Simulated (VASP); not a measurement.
Runs of VASP 6.6.1 on SiC. The structure is that of space group F-43m (No. 216), or close to it. The cells are those of the table. 

```csv
task,cell,k mesh,cutoff (eV),smearing,ions in elastic constants,gap on the mesh (eV),pressure (GPa)
single point,"a = 3.061 Å, angles 60.0°, 2 atoms",8 × 8 × 8,600,gaussian 0.02 eV,-,1.29,0.3
single point,"a = 3.061 Å, angles 60.0°, 2 atoms",6 × 6 × 6,600,gaussian 0.05 eV,-,1.28,0.3
single point,"a = 3.037 Å, angles 60.0°, 2 atoms",8 × 8 × 8,520,gaussian 0.05 eV,-,(a),6.0
single point,"a = 3.084 Å, angles 60.0°, 2 atoms",6 × 6 × 6,600,gaussian 0.05 eV,-,1.30,(b)
```

Alike in all rows: level LDA; potentials or basis VASP PAW LDA potentials, release 64 (Si, C); no spin polarisation.

Q: Fill in the values left out.

A: (a) 1.27; (b) -4.6.

A k mesh can miss the band edges.
